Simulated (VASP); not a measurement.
# ZrC (I4/mmm) in VASP: further runs

Runs on ZrC. Level: PBE. Tasks: single point.

Everything below comes from runs of VASP 6.6.1. Logs are shortened: lines on timing, memory, paths and dates and some standing lists are left out, and cuts for length are marked.

**1. The cell of the first run**

The structure is tetragonal, space group I4/mmm (No. 139). The conventional cell has a = 3.590 Å, b = 3.590 Å, c = 4.512 Å, α = 90.00°, β = 90.00°, γ = 90.00°. Zr (site symmetry 4/mmm) has 6 C at 2.26 to 2.54 Å within 3.0 Å. Within 3.0 Å of C (site symmetry 4/mmm) lie 6 Zr at 2.26 to 2.54 Å.

**2. Single point, PBE (strain +0.080 along x and y, -0.040 along z)**

File INCAR:

```
SYSTEM = ZrC
PREC = Accurate
ENCUT = 520
EDIFF = 1E-6
ISMEAR = 0
SIGMA = 0.15
LREAL = .False.
LASPH = .True.
NELM = 100
ALGO = Normal
ISIF = 2
LWAVE = .False.
LCHARG = .False.
GGA = PE
NBANDS = 15
```

File KPOINTS:

```
Automatic mesh
0
Gamma
  18 18 18
  0 0 0
```

File POSCAR:

```
ZrC
1.0
    0.0000000000      2.5382268000      2.2562016000
    2.5382268000      0.0000000000      2.2562016000
    2.5382268000      2.5382268000      0.0000000000
Zr C
1 1
Direct
    0.5000000000      0.5000000000      0.5000000000
    0.0000000000      0.0000000000      0.0000000000
```

Potentials or basis: VASP PAW PBE potentials, release 64 (Zr_sv, C).

On the command line:

```
> cat potpaw_PBE.64/Zr_sv/POTCAR potpaw_PBE.64/C/POTCAR > POTCAR
> mpirun -np 1 vasp_std > vasp.out
```

OUTCAR:

```text
SYSTEM = ZrC
   PREC = Accurate
   ENCUT = 520
   EDIFF = 1E-6
   ISMEAR = 0
   LREAL = .False.
   LASPH = .True.
   NELM = 100
   ISIF = 2
   GGA = PE

 ion  position               nearest neighbor table
   1  0.500  0.500  0.500-   2 2.26   2 2.26   2 2.54   2 2.54   2 2.54   2 2.54
   2  0.000  0.000  0.000-   1 2.26   1 2.26   1 2.54   1 2.54   1 2.54   1 2.54

  LATTYP: Found a body centered tetragonal cell.
 ALAT       =     3.5895947649
 C/A-ratio  =     1.2570787221

  Lattice vectors:

 A1 = (   0.0000000000,  -2.5382268000,  -2.2562016000)
 A2 = (   0.0000000000,   2.5382268000,  -2.2562016000)
 A3 = (   2.5382268000,   0.0000000000,   2.2562016000)

Analysis of symmetry for initial positions (statically):
=====================================================================
 Subroutine PRICEL returns:
 Original cell was already a primitive cell.

 Routine SETGRP: Setting up the symmetry group for a
 body centered tetragonal supercell.

 Subroutine GETGRP returns: Found 16 space group operations
 (whereof 16 operations were pure point group operations)
 out of a pool of 16 trial point group operations.

The static configuration has the point symmetry D_4h.

Analysis of symmetry for dynamics (positions and initial velocities):
=====================================================================
 Subroutine PRICEL returns:
 Original cell was already a primitive cell.

 Routine SETGRP: Setting up the symmetry group for a
 body centered tetragonal supercell.

 Subroutine GETGRP returns: Found 16 space group operations
 (whereof 16 operations were pure point group operations)
 out of a pool of 16 trial point group operations.

The dynamic configuration has the point symmetry D_4h.

 Subroutine INISYM returns: Found 16 space group operations
 (whereof 16 operations are pure point group operations),
 and found     1 'primitive' translations

----------------------------------------------------------------------------------------

                                     Primitive cell

  volume of cell :      29.0716

  direct lattice vectors                    reciprocal lattice vectors
     0.000000000  2.538226800  2.256201600    -0.196987913  0.196987913  0.221611402
     2.538226800  0.000000000  2.256201600     0.196987913 -0.196987913  0.221611402
     2.538226800  2.538226800  0.000000000     0.196987913  0.196987913 -0.221611402

  length of vectors
     3.396033119  3.396033119  3.589594765     0.355977653  0.355977653  0.355977653

  position of ions in fractional coordinates (direct lattice)
     0.500000000  0.500000000  0.500000000
     0.000000000  0.000000000  0.000000000

  ion indices of the primitive-cell ions
   primitive index   ion index
                 1           1
                 2           2

----------------------------------------------------------------------------------------

 KPOINTS: Automatic mesh

Automatic generation of k-mesh.
 Grid dimensions read from file:
 generate k-points for:   18   18   18

 Generating k-lattice:

  Cartesian coordinates                     Fractional coordinates (reciprocal lattice)
    -0.010943773  0.010943773  0.012311745     0.055555556  0.000000000  0.000000000
     0.010943773 -0.010943773  0.012311745     0.000000000  0.055555556  0.000000000
     0.010943773  0.010943773 -0.012311745    -0.000000000 -0.000000000  0.055555556

  Length of vectors
     0.019776536  0.019776536  0.019776536

  Shift w.r.t. Gamma in fractional coordinates (k-lattice)
     0.000000000  0.000000000  0.000000000

 Subroutine IBZKPT returns following result:
 ===========================================

 Found    480 irreducible k-points:

 Following reciprocal coordinates:
            Coordinates               Weight
  0.000000  0.000000  0.000000      1.000000
  0.055556 -0.000000  0.000000      8.000000
  0.111111 -0.000000  0.000000      8.000000
  0.166667  0.000000  0.000000      8.000000
  0.222222 -0.000000  0.000000      8.000000
  0.277778  0.000000  0.000000      8.000000
[... 16 lines left out ...]
 -0.277778  0.055556  0.000000      8.000000
 -0.222222  0.055556  0.000000      8.000000
 [... further k-points ...]
   k-points           NKPTS =    480   k-points in BZ     NKDIM =    480   number of bands    NBANDS=     15
   number of dos      NEDOS =    301   number of ions     NIONS =      2
   total plane-waves  NPLWV =  21952
   dimension x,y,z NGX =    28 NGY =   28 NGZ =   28
   dimension x,y,z NGXF=    56 NGYF=   56 NGZF=   56
   ions per type =               1   1
   NGX,Y,Z   is equivalent  to a cutoff of  13.71, 13.71, 12.97 a.u.
   NGXF,Y,Z  is equivalent  to a cutoff of  27.41, 27.41, 25.94 a.u.
 SYSTEM =  ZrC
   PREC   = accura    normal or accurate (medium, high low for compatibility)
   ISTART =      0    job   : 0-new  1-cont  2-samecut
   ICHARG =      2    charge: 1-file 2-atom 10-const
   ISPIN  =      1    spin polarized calculation?
   LNONCOLLINEAR =      F non collinear calculations
   LSORBIT =      F    spin-orbit coupling
   LASPH  =      T    aspherical Exc in radial PAW
   ENCUT  =  520.0 eV  38.22 Ry    6.18 a.u.   6.31  6.31  6.67*2*pi/ulx,y,z
   NELM   =    100;   NELMIN=  2; NELMDL= -5     # of ELM steps
   EDIFF  = 0.1E-05   stopping-criterion for ELM
   LREAL  =      F    real-space projection
   EDIFFG = 0.1E-04   stopping-criterion for IOM
   NSW    =      0    number of steps for IOM
   IBRION =     -1    ionic relax: 0-MD 1-quasi-New 2-CG
   NFREE  =      0    steps in history (QN), initial steepest desc. (CG)
   ISIF   =      2    stress and relaxation
   ISYM   =      2    0-nonsym 1-usesym 2-fastsym
   POTIM  = 0.5000    time-step for ionic-motion
   TEBEG  =    0.0;   TEEND  =   0.0 temperature during run
   PSTRESS=    0.0 pullay stress
   NELECT =      16.0000    total number of electrons
   NUPDOWN=      -1.0000    fix difference up-down
   EMIN   =  10.00;   EMAX   =-10.00  energy-range for DOS
   EFERMI =   0.00;   METHOD = LEGACY
   ISMEAR =     0;   SIGMA  =   0.15  broadening in eV -4-tet -1-fermi 0-gaus
   EFERMI_NEDOS =   21; number of points for ismear=-14 and -15
   IALGO  =     38    algorithm
   IMIX   =      4    mixing-type and parameters
     AMIX     =   0.40;   BMIX     =  1.00
     AMIX_MAG =   1.60;   BMIX_MAG =  1.00
  volume/ion in A,a.u.               =      14.54        98.09
  Fermi-wavevector in a.u.,A,eV,Ry     =   1.341607  2.535269 24.489245  1.799909
  Thomas-Fermi vector in A             =   2.469827
   LORBIT       =      0    0 simple, 1 ext, 2 COOP (PROOUT), +10 PAW based schemes
   GGA     = PE    functional components
   LHFCALC =     F    Hartree Fock is set to
   AEXX    =    0.0000 exact exchange contribution
   IVDW    =     0    specifies the selected vdW correction
   LEPSILON=     F    determine dielectric tensor
   LRPA    =     F    only Hartree local field effects (RPA)
 non-spin polarized calculation
 Gauss-broadening in eV      SIGMA  =   0.15
  energy-cutoff  :      520.00
  volume of cell :       29.07
 maximum number of plane-waves:       805
 NGX is ok and might be reduce to    28
   NGX = 13   NGY = 13   NGZ = 13

 number of electron      16.0000000 magnetization

 Free energy of the ion-electron system (eV)
  ---------------------------------------------------
  ext. energy  EPLUGINS =         0.00000000
  ---------------------------------------------------
  free energy    TOTEN  =       -19.06845263 eV

  energy without entropy =      -19.06479439  energy(sigma->0) =      -19.06662351

 E-fermi :   8.4120     XC(G=0): -11.5592

 val. band max:        8.3850608177   @ k =   0.2222   0.2222   0.0000
 cond. band min:       8.4245843884   @ k =   0.0556   0.0556   0.0000
 fundamental gap:      0.0395235707
 Fermi energy:         8.4119841652

 k-point     1 :       0.0000    0.0000    0.0000
  band No.  band energies     occupation
      1     -40.1260      2.00000
      2     -17.9408      2.00000
      3     -17.9408      2.00000
      4     -17.8466      2.00000
      5      -2.5517      2.00000
      6       9.1143      0.00000
      7       9.1143      0.00000
      8       9.1553      0.00000
      9       9.1553      0.00000
     10       9.6179      0.00000
     11      10.1077      0.00000
     12      10.2779      0.00000
     13      10.6048      0.00000
     14      15.4933      0.00000
     15      18.7332      0.00000

 k-point     2 :       0.0556   -0.0000    0.0000
  band No.  band energies     occupation
      1     -40.1242      2.00000
      2     -17.9520      2.00000
      3     -17.9440      2.00000
      4     -17.8539      2.00000
      5      -2.4915      2.00000
      6       8.5371      0.23824
      7       8.5949      0.08468
      8       9.0491      0.00000
      9       9.4156      0.00000
     10       9.7086      0.00000
     11      10.1948      0.00000
     12      10.6691      0.00000
     13      11.0556      0.00000
     14      15.6624      0.00000
     15      18.8951      0.00000

 k-point     3 :       0.1111   -0.0000    0.0000
  band No.  band energies     occupation
      1     -40.1189      2.00000
      2     -17.9913      2.00000
      3     -17.9531      2.00000
      4     -17.8675      2.00000
      5      -2.3150      2.00000
      6       7.7699      2.00000
      7       7.9657      1.99997
      8       8.4570      0.67129
      9       9.6617      0.00000
     10       9.9639      0.00000
     11      10.3505      0.00000
     12      11.4426      0.00000
     13      11.8957      0.00000
     14      16.1123      0.00000
     15      19.3386      0.00000
[... 343 lines left out ...]
 k-point    23 :      -0.2778    0.0556    0.0000
  band No.  band energies     occupation
      1     -40.0867      2.00000
      2     -18.2677      2.00000
      3     -18.0023      2.00000
      4     -17.9042      2.00000
      5      -1.2002      2.00000
      6       5.1707      2.00000
      7       6.2920      2.00000
      8       6.9003      2.00000
      9      10.8379      0.00000
     10      10.9550      0.00000
     11      11.5787      0.00000
     12      14.7265      0.00000
     13      14.9411      0.00000
     14      16.9385      0.00000
     15      20.6892      0.00000

 k-point    24 :      -0.2222    0.0556    0.0000
  band No.  band energies     occupation
      1     -40.0972      2.00000
      2     -18.1750      2.00000
      3     -17.9840      2.00000
      4     -17.8989      2.00000
      5      -1.6115      2.00000
      6       5.8615      2.00000
      7       6.6833      2.00000
      8       7.3912      2.00000
      9      10.2825      0.00000
     10      10.6114      0.00000
     11      11.2556      0.00000
     12      13.8886      0.00000
     13      14.0691      0.00000
     14      16.8035      0.00000
     15      20.5756      0.00000

 [... further k-points ...]
[... 5 lines left out ...]
  --------------------------------------------------------------------------------------
  -------------------------------------------------------------------------------------
  Total       -4.4945056     -4.4945056      1.2418047      0.0000000     -0.0000000      0.0000000
  in kB     -247.6987159   -247.6987159     68.4376552      0.0000000     -0.0000000      0.0000000
  external PRESSURE =    -142.3199255 kB  Pullay stress =       0.0000000 kB

 VOLUME and BASIS-vectors are now :
 -----------------------------------------------------------------------------
  energy-cutoff  :      520.00
  volume of cell :       29.07
      direct lattice vectors                 reciprocal lattice vectors
     0.000000000  2.538226800  2.256201600    -0.196987913  0.196987913  0.221611402
     2.538226800  0.000000000  2.256201600     0.196987913 -0.196987913  0.221611402
     2.538226800  2.538226800  0.000000000     0.196987913  0.196987913 -0.221611402

 POSITION                                       TOTAL-FORCE (eV/Angst)
 -----------------------------------------------------------------------------------
      2.53823      2.53823      2.25620         0.000000      0.000000      0.000000
      0.00000      0.00000      0.00000        -0.000000     -0.000000      0.000000
 -----------------------------------------------------------------------------------
    total drift:                                0.000000      0.000000      0.000000

  FREE ENERGIE OF THE ION-ELECTRON SYSTEM (eV)
  ---------------------------------------------------
  free  energy   TOTEN  =       -19.0684526347 eV

  energy  without entropy=      -19.0647943946  energy(sigma->0) =      -19.06662351
```

It took 6.2 min on 1 thread of Intel Xeon 8259CL, shared host; peak memory 0.33 GiB.

What came out:

```
Free energy            : -19.0685 eV
Pressure               : -14.2 GPa
Band gap on the k mesh : zero (bands 8 and 9 overlap by 1.67 eV)
```

Levels at points of the mesh, in eV from the Fermi level:
| k point | band 6 | band 7 | band 8 | band 9 | band 10 | band 11 |
| --- | --- | --- | --- | --- | --- | --- |
| (0.00, 0.00, 0.00) | 0.70 | 0.70 | 0.74 | 0.74 | 1.21 | 1.70 |
| (0.50, 0.00, 0.00) | -4.91 | -2.79 | -2.71 | 3.51 | 4.38 | 4.91 |
| (0.50, 0.50, 0.00) | -1.61 | -1.37 | -0.46 | -0.46 | 3.94 | 4.82 |
| (0.50, 0.00, 0.50) | -2.54 | -1.34 | -0.03 | 0.38 | 3.44 | 4.34 |

Caveat: the cell differs from its parent crystal (strain +0.080 along x and y, -0.040 along z); the cell stands under tension.

**3. Single point, PBE (strain +0.080 along x and y, +0.000 along z)**

File INCAR:

```
SYSTEM = ZrC
ALGO     = Normal         ! electronic algorithm
EDIFF    = 1E-7           ! SCF threshold, eV
ENCUT    = 520            ! plane-wave cutoff, eV
GGA      = PE             ! functional
ISIF     = 2              ! what is computed and relaxed
ISMEAR   = 0              ! smearing method
LASPH    = .True.         ! aspherical terms in the spheres
LCHARG   = .False.        ! write CHGCAR
LREAL    = .False.        ! projectors in reciprocal space
LWAVE    = .False.        ! write WAVECAR
NBANDS   = 15             ! bands
NELM     = 100            ! most SCF steps
PREC     = Accurate       ! precision mode
SIGMA    = 0.15           ! smearing width, eV
```

File KPOINTS:

```
k-points
0
Gamma
  18 18 18
  0 0 0
```

File POSCAR:

```
ZrC
1.0
    0.0000000000      2.5382268000      2.3502100000
    2.5382268000      0.0000000000      2.3502100000
    2.5382268000      2.5382268000      0.0000000000
Zr C
1 1
Direct
    0.5000000000      0.5000000000      0.5000000000
    0.0000000000      0.0000000000      0.0000000000
```

Potentials or basis: VASP PAW PBE potentials, release 64 (Zr_sv, C).

On the command line:

```
> cat potpaw_PBE.64/Zr_sv/POTCAR potpaw_PBE.64/C/POTCAR > POTCAR
> mpirun -np 1 vasp_std > vasp.out
```

Run time: 6.8 min. Hardware: 1 thread of Intel Xeon 8259CL, shared host; peak memory 0.34 GiB.

It converged, with:

| Item | Value |
| --- | --- |
| Free energy | -19.0428 eV |
| Pressure | -22.3 GPa |
| Band gap on the k mesh | zero (bands 8 and 9 overlap by 1.49 eV) |

Stress tensor (GPa, compression positive):
```
-27.28   0.00   0.00
  0.00 -27.28   0.00
  0.00   0.00 -12.42
```

Levels at points of the mesh, in eV from the Fermi level:
| k point | band 4 | band 5 | band 6 | band 7 | band 8 | band 9 | band 10 | band 11 | band 12 | band 13 |
| --- | --- | --- | --- | --- | --- | --- | --- | --- | --- | --- |
| (0.00, 0.00, 0.00) | -26.45 | -10.78 | 0.78 | 0.78 | 0.81 | 0.81 | 1.04 | 1.40 | 1.98 | 2.33 |
| (0.50, 0.00, 0.00) | -26.50 | -8.35 | -4.74 | -2.57 | -2.51 | 3.46 | 3.97 | 4.51 | 5.77 | 7.77 |
| (0.50, 0.50, 0.00) | -26.74 | -9.57 | -1.74 | -1.44 | -0.33 | -0.33 | 3.68 | 4.60 | 4.60 | 6.58 |
| (0.50, 0.00, 0.50) | -26.63 | -9.63 | -2.42 | -1.29 | -0.03 | 0.15 | 3.47 | 4.26 | 4.84 | 6.12 |

Caveat: the cell differs from its parent crystal (strain +0.080 along x and y, +0.000 along z); the cell stands under tension.
